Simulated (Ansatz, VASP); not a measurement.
ZrO2 in VASP and in Ansatz

```
Zr O
1.0
     3.59610    0.00000    0.00000
     0.00000    3.59610    0.00000
     0.00000    0.00000    5.17700
Zr O
2 4
Direct
  0.00000 0.00000 0.00000
  0.50000 0.50000 0.50000
  0.00000 0.50000 0.20300
  0.00000 0.50000 0.70300
  0.50000 0.00000 0.29700
  0.50000 0.00000 0.79700
```

Alike in both runs: task relaxation of the atoms; functional PBEsol; k mesh 6 × 6 × 5; occupations fermi-dirac, width 0.02 eV; no spin polarisation.

|  | VASP | Ansatz |
| --- | --- | --- |
| version | VASP 6.6.1 | Ansatz 0.2.0 |
| potentials or method | VASP PAW PBE potentials, release 64 (Zr_sv, O) | plane-wave PAW, scalar-relativistic |
| plane-wave cutoff (eV) | 520 | 420 |
| valence electrons in the cell | 48 | 48 |

Ansatz gave:

```
gap on the k mesh at the Fermi level, each at its own relaxed structure (eV) : 3.96
```

Problem. What did VASP give for the same quantities?

Solution. gap on the k mesh at the Fermi level, each at its own relaxed structure (eV): 3.95.

VASP's potentials were made for PBE, not for PBEsol. Ansatz's warnings: stress scf threshold loose.
